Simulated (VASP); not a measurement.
# Al3Cu (P4/mmm) in VASP: further runs, part 2 of 2

VASP 6.6.1. The steps go on from the part before.

## Step 4: Relaxation of shape and atoms at fixed volume, PBEsol (volume scaled by 0.88)

Input file INCAR:

```
PREC = Accurate ; ENCUT = 600
EDIFF = 1E-7 ; ISMEAR = 0
SIGMA = 0.1 ; LREAL = F
LASPH = T ; NELM = 60
ALGO = Fast ; ISIF = 4
LWAVE = F ; LCHARG = F
GGA = PS ; IBRION = 2
NSW = 50 ; EDIFFG = -0.01
```

Input file KPOINTS:

```
Automatic mesh
0
Gamma
  16 16 6
```

Input file POSCAR:

```
Al3Cu
1.0
    2.6663134161      0.0000000000      0.0000000000
    0.0000000000      2.6663134161      0.0000000000
    0.0000000000      0.0000000000      7.2716566131
Al Cu
3 1
Direct
    0.0000000000      0.0000000000      0.5000000000
    0.5000000000      0.5000000000      0.2246115363
    0.5000000000      0.5000000000      0.7753884637
    0.0000000000      0.0000000000      0.0000000000
```

Potentials or basis: VASP PAW PBE potentials, release 64 (Al, Cu).

On the command line:

```console
> cat potpaw_PBE.64/Al/POTCAR potpaw_PBE.64/Cu/POTCAR > POTCAR
> mpirun -np 1 vasp_std > vasp.out
```

OUTCAR:

```text
PREC = Accurate
   ENCUT = 600
   EDIFF = 1E-7
   ISMEAR = 0
   LREAL = F
   LASPH = T
   NELM = 60
   ISIF = 4
   GGA = PS
   IBRION = 2
   NSW = 50
   EDIFFG = -0.01

 ion  position               nearest neighbor table
   1  0.000  0.000  0.500-   2 2.75   3 2.75   2 2.75   3 2.75   2 2.75   3 2.75   2 2.75   3 2.75

   2  0.500  0.500  0.225-   4 2.49   4 2.49   4 2.49   4 2.49   1 2.75   1 2.75   1 2.75   1 2.75
                             3 3.27
   3  0.500  0.500  0.775-   4 2.49   4 2.49   4 2.49   4 2.49   1 2.75   1 2.75   1 2.75   1 2.75
                             2 3.27
   4  0.000  0.000  0.000-   2 2.49   3 2.49   2 2.49   3 2.49   2 2.49   3 2.49   2 2.49   3 2.49

  LATTYP: Found a simple tetragonal cell.
 ALAT       =     2.6663134161
 C/A-ratio  =     2.7272325036

  Lattice vectors:

 A1 = (   2.6663134161,   0.0000000000,   0.0000000000)
 A2 = (   0.0000000000,   2.6663134161,   0.0000000000)
 A3 = (   0.0000000000,   0.0000000000,   7.2716566131)
[... 276 lines left out ...]
  band No.  band energies     occupation
      1      -2.2613      2.00000
      2       0.3754      2.00000
      3       0.6811      2.00000
      4       4.8129      2.00000
      5       4.9361      2.00000
      6       5.8966      2.00000
      7       5.8966      2.00000
      8       6.3660      2.00000
      9       7.9121      2.00000
     10      10.6082      0.00000
     11      16.3077      0.00000
     12      17.1748      0.00000
     13      17.1748      0.00000
     14      18.0132      0.00000
[... 377 lines left out ...]
      1       2.8717      2.00000
      2       3.1118      2.00000
      3       3.8085      2.00000
      4       5.0047      2.00000
      5       5.0498      2.00000
      6       5.1173      2.00000
      7       6.0044      2.00000
      8       6.1719      2.00000
      9       6.3687      2.00000
     10       7.6077      2.00000
     11       8.1005      2.00000
     12      13.0669      0.00000
     13      14.3936      0.00000
     14      14.6055      0.00000

 [... further k-points ...]
[... 5 lines left out ...]
  --------------------------------------------------------------------------------------
  -------------------------------------------------------------------------------------
  Total        5.5405238      5.5405238      5.5604546      0.0000000     -0.0000000      0.0000000
  in kB      171.7139794    171.7139794    172.3316815      0.0000000     -0.0000000      0.0000000
  external PRESSURE =     171.9198801 kB  Pullay stress =       0.0000000 kB
[... 19 lines left out ...]
  FREE ENERGIE OF THE ION-ELECTRON SYSTEM (eV)
  ---------------------------------------------------
  free  energy   TOTEN  =       -16.6173781615 eV

  energy  without entropy=      -16.6091984582  energy(sigma->0) =      -16.61328831

 reached required accuracy - stopping structural energy minimisation
```

OSZICAR:

```text
N       E                     dE             d eps       ncg     rms          rms(c)
DAV:   1     0.851541862235E+02    0.85154E+02   -0.95363E+03  5040   0.173E+03
[... 31 lines left out ...]
DAV:   1    -0.166175774803E+02   -0.52539E-03   -0.17772E-02  6352   0.123E+00    0.638E-02
RMM:   2    -0.166174097857E+02    0.16769E-03   -0.10690E-03  5592   0.256E-01    0.529E-02
RMM:   3    -0.166173910761E+02    0.18710E-04   -0.38507E-04  5297   0.360E-01    0.313E-02
RMM:   4    -0.166173781824E+02    0.12894E-04   -0.90820E-05  5500   0.172E-01    0.161E-02
RMM:   5    -0.166173781561E+02    0.26282E-07   -0.31251E-05  6336   0.465E-02    0.609E-03
RMM:   6    -0.166173781408E+02    0.15265E-07   -0.37581E-06  5316   0.298E-02    0.389E-03
RMM:   7    -0.166173781637E+02   -0.22866E-07   -0.15979E-06  5300   0.134E-02    0.137E-03
RMM:   8    -0.166173781615E+02    0.21905E-08   -0.17610E-07  3365   0.574E-03
   3 F= -.16617378E+02 E0= -.16613288E+02  d E =-.108432E-02
```

CONTCAR:

```text
Al3Cu
   1.00000000000000
     2.6675704990892983    0.0000000000000000    0.0000000000000000
     0.0000000000000000    2.6675704990892983    0.0000000000000000
     0.0000000000000000   -0.0000000000000000    7.2648047439659411
  Al              Cu
     3     1
Direct
     0.0000000000000000    0.0000000000000000    0.5000000000000000
     0.5000000000000000    0.5000000000000000    0.2262135905150744
     0.5000000000000000    0.5000000000000000    0.7737864094849257
     0.0000000000000000    0.0000000000000000    0.0000000000000000

  0.00000000E+00  0.00000000E+00  0.00000000E+00
  0.00000000E+00  0.00000000E+00  0.00000000E+00
  0.00000000E+00  0.00000000E+00  0.00000000E+00
  0.00000000E+00  0.00000000E+00  0.00000000E+00
```

It took 4.5 min on 1 thread of Intel Xeon 6975P-C, shared host; peak memory 0.32 GiB.

Results:

| Item | Value |
| --- | --- |
| Free energy | -16.6174 eV |
| Energy gained by relaxing | 0.3 meV/atom |
| Ionic steps | 3 |
| Pressure after relaxing | 17.2 GPa |
| Largest force after relaxing | 0.007 eV/Å |
| Band gap on the k mesh | zero (band 10 reaches 14.47 eV, above the bottom of band 11 at 8.02 eV) |

Forces in eV/Å, atoms in the order of the input:
```
Al   0.000  0.000  0.000
Al   0.000  0.000 -0.007
Al   0.000  0.000  0.007
Cu   0.000  0.000  0.000
```

The path:
| step | energy change (eV) | largest force (eV/Å) | pressure (GPa) | volume (Å³) |
| --- | --- | --- | --- | --- |
| 1 | 0.0000 | 0.1001 | 17.39 | 51.70 |
| 2 | -0.0008 | 0.0552 | 17.30 | 51.70 |
| 3 | -0.0011 | 0.0065 | 17.19 | 51.70 |

Final structure:
```yaml
crystal:
  lattice:
    - [2.66757, 0.00000, 0.00000]
    - [0.00000, 2.66757, 0.00000]
    - [0.00000, 0.00000, 7.26480]
  atoms:
    - { symbol: Al, position: [0.00000, 0.00000, 0.50000] }
    - { symbol: Al, position: [0.50000, 0.50000, 0.22621] }
    - { symbol: Al, position: [0.50000, 0.50000, 0.77379] }
    - { symbol: Cu, position: [0.00000, 0.00000, 0.00000] }
```

Caveat: the cell differs from its parent crystal (volume scaled by 0.88); the PAW data sets were made with another functional, which shifts forces and pressure a little.

## Step 5: Relaxation of shape and atoms at fixed volume, PBEsol (volume scaled by 0.91)

Input file INCAR:

```
SYSTEM = Al3Cu
PREC = Accurate ; ENCUT = 600
EDIFF = 1E-7 ; ISMEAR = 0
SIGMA = 0.1 ; LREAL = .False.
LASPH = .True. ; NELM = 80
ALGO = Fast ; ISIF = 4
LWAVE = .False. ; LCHARG = .False.
GGA = PS ; IBRION = 2
NSW = 50 ; EDIFFG = -0.01
```

Input file KPOINTS:

```
regular mesh
0
Gamma
  16 16 6
  0 0 0
```

Input file POSCAR:

```
Al3Cu
1.0
    2.6954360030      0.0000000000      0.0000000000
    0.0000000000      2.6954360030      0.0000000000
    0.0000000000      0.0000000000      7.3579431547
Al Cu
3 1
Direct
    0.0000000000      0.0000000000      0.5000000000
    0.5000000000      0.5000000000      0.2233777858
    0.5000000000      0.5000000000      0.7766222142
    0.0000000000      0.0000000000      0.0000000000
```

On the command line:

```console
> cat potpaw_PBE.64/Al/POTCAR potpaw_PBE.64/Cu/POTCAR > POTCAR
> mpirun -np 1 vasp_std > vasp.out
```

Run time: 5.1 min. Hardware: 1 thread of Intel Xeon 6975P-C, shared host; peak memory 0.32 GiB.

It converged, with:

```
Free energy                  : -16.7764 eV
Energy gained by relaxing    : 0.3 meV/atom
Ionic steps                  : 3
Pressure after relaxing      : 11.8 GPa
Largest force after relaxing : 0.004 eV/Å
Band gap on the k mesh       : zero (band 10 reaches 13.98 eV, above the bottom of band 11 at 7.61 eV)
```

Forces in eV/Å, atoms in the order of the input:
```
Al   0.000  0.000  0.000
Al   0.000  0.000 -0.004
Al   0.000  0.000  0.004
Cu   0.000  0.000  0.000
```

The path:
| step | energy change (eV) | largest force (eV/Å) | pressure (GPa) | volume (Å³) |
| --- | --- | --- | --- | --- |
| 1 | 0.0000 | 0.0973 | 12.01 | 53.46 |
| 2 | -0.0007 | 0.0573 | 11.96 | 53.46 |
| 3 | -0.0011 | 0.0041 | 11.84 | 53.46 |

Final structure:
```
Al Cu
1.0
     2.69673    0.00000    0.00000
     0.00000    2.69673    0.00000
     0.00000    0.00000    7.35087
Al Cu
3 1
Cartesian
  0.0000 0.0000 3.6754
  1.3484 1.3484 1.6540
  1.3484 1.3484 5.6968
  0.0000 0.0000 7.3509
```

Levels at points of the mesh, in eV from the Fermi level:
| k point | band 7 | band 8 | band 9 | band 10 | band 11 | band 12 | band 13 | band 14 |
| --- | --- | --- | --- | --- | --- | --- | --- | --- |
| (0.00, 0.00, 0.00) | -3.91 | -3.46 | -1.95 | 0.64 | 6.39 | 7.09 | 7.09 | 8.05 |
| (0.50, 0.00, 0.00) | -4.00 | -3.92 | -3.80 | -2.47 | -1.90 | 2.72 | 4.15 | 4.32 |
| (0.50, 0.50, 0.00) | -2.76 | -0.60 | -0.37 | 0.08 | 0.08 | 0.46 | 0.46 | 0.52 |
| (0.00, 0.00, 0.50) | -3.91 | -3.81 | -3.46 | 4.34 | 5.93 | 6.36 | 7.65 | 7.65 |
| (0.50, 0.00, 0.50) | -4.00 | -3.80 | -2.79 | -1.14 | -1.01 | 0.06 | 1.05 | 9.02 |
| (0.50, 0.50, 0.50) | -1.98 | -1.86 | -1.86 | -0.64 | -0.61 | 0.58 | 2.10 | 3.25 |

Caveat: the cell differs from its parent crystal (volume scaled by 0.91); the PAW data sets were made with another functional, which shifts forces and pressure a little.

## Step 6: Relaxation of shape and atoms at fixed volume, PBEsol (volume scaled by 0.94)

Input file INCAR:

```
SYSTEM = Al3Cu
PREC = Accurate ; ENCUT = 600
EDIFF = 1E-6 ; ISMEAR = 0
SIGMA = 0.1 ; LREAL = .False.
LASPH = .True. ; NELM = 60
ALGO = Fast ; ISIF = 4
LWAVE = .False. ; LCHARG = .False.
GGA = PS ; IBRION = 2
NSW = 50 ; EDIFFG = -0.01
```

Input file KPOINTS:

```
Automatic mesh
0
Gamma
  16 16 6
  0 0 0
```

Input file POSCAR:

```
Al3Cu
1.0
    2.7239221315      0.0000000000      0.0000000000
    0.0000000000      2.7239221315      0.0000000000
    0.0000000000      0.0000000000      7.4423752366
Al Cu
3 1
Direct
    0.0000000000      0.0000000000      0.5000000000
    0.5000000000      0.5000000000      0.2220810403
    0.5000000000      0.5000000000      0.7779189597
    0.0000000000      0.0000000000      0.0000000000
```

Potentials or basis: VASP PAW PBE potentials, release 64 (Al, Cu).

On the command line:

```console
> cat potpaw_PBE.64/Al/POTCAR potpaw_PBE.64/Cu/POTCAR > POTCAR
> mpirun -np 1 vasp_std > vasp.out
```

It took 4.2 min on 1 thread of Intel Xeon 6975P-C, shared host; peak memory 0.33 GiB.

The run converged. Its results:

* Free energy: -16.8811 eV
* Energy gained by relaxing: 0.3 meV/atom
* Ionic steps: 3
* Pressure after relaxing: 7.4 GPa
* Band gap on the k mesh: zero (band 10 reaches 13.50 eV, above the bottom of band 11 at 7.22 eV)

The path:
| step | energy change (eV) | largest force (eV/Å) | pressure (GPa) | volume (Å³) |
| --- | --- | --- | --- | --- |
| 1 | 0.0000 | 0.0953 | 7.32 | 55.22 |
| 2 | -0.0007 | 0.0596 | 7.34 | 55.22 |
| 3 | -0.0012 | 0.0016 | 7.38 | 55.22 |

Final structure:
```cif
data_structure
_symmetry_space_group_name_H-M 'P 1'
_symmetry_Int_Tables_number 1
_cell_length_a 2.7252
_cell_length_b 2.7252
_cell_length_c 7.4354
_cell_angle_alpha 90.000
_cell_angle_beta 90.000
_cell_angle_gamma 90.000
_cell_volume 55.22
loop_
_atom_site_label
_atom_site_type_symbol
_atom_site_fract_x
_atom_site_fract_y
_atom_site_fract_z
_atom_site_occupancy
Al1 Al 0.00000 0.00000 0.50000 1
Al2 Al 0.50000 0.50000 0.22372 1
Al3 Al 0.50000 0.50000 0.77628 1
Cu1 Cu 0.00000 0.00000 0.00000 1
```

Levels at points of the mesh, in eV from the Fermi level:
```
           k point  band 6  band 7  band 8  band 9  band 10  band 11  band 12  band 13  band 14
(0.00, 0.00, 0.00)   -3.82   -3.82   -3.40   -1.91     0.58     6.39     6.93     6.93     8.00
(0.50, 0.00, 0.00)   -4.27   -3.91   -3.84   -3.72    -2.45    -1.90     2.69     4.05     4.19
(0.50, 0.50, 0.00)   -2.68   -2.68   -0.55   -0.37     0.09     0.09     0.47     0.47     0.60
(0.00, 0.00, 0.50)   -3.82   -3.82   -3.72   -3.40     4.24     5.80     6.37     7.49     7.50
(0.50, 0.00, 0.50)   -4.53   -3.91   -3.72   -2.74    -1.10    -1.02     0.05     0.95     8.91
(0.50, 0.50, 0.50)   -1.93   -1.93   -1.79   -1.79    -0.59    -0.58     0.59     1.92     3.26
```

Caveat: the cell differs from its parent crystal (volume scaled by 0.94); the PAW data sets were made with another functional, which shifts forces and pressure a little.

## Step 7: The runs side by side

| task | cell | cutoff (eV) | gap on the mesh (eV) | pressure (GPa) | largest force (eV/Å) |
| --- | --- | --- | --- | --- | --- |
| single point | a = 2.833, b = 2.833, c = 7.760 Å, 4 atoms | 520 | none | -4.9 | 0.02 |
| single point | a = 2.868, b = 2.868, c = 7.858 Å, 4 atoms | 520 | none | -7.4 | 0.02 |
| relaxation of shape and atoms at fixed volume | relaxed from a = 2.666, b = 2.666, c = 7.272 Å, 4 atoms | 600 | none | 17.2 | 0.01 |
| relaxation of shape and atoms at fixed volume | relaxed from a = 2.695, b = 2.695, c = 7.358 Å, 4 atoms | 600 | none | 11.8 | - |
| relaxation of shape and atoms at fixed volume | relaxed from a = 2.724, b = 2.724, c = 7.442 Å, 4 atoms | 600 | none | 7.4 | - |

Alike in all rows: level PBEsol; potentials or basis VASP PAW PBE potentials, release 64 (Al, Cu); no spin polarisation; k mesh 16 × 16 × 6; smearing gaussian 0.1 eV.

Caveats: the PAW data sets were made with another functional, which shifts forces and pressure a little.

Absolute energies hang on the potentials; compare differences alone.
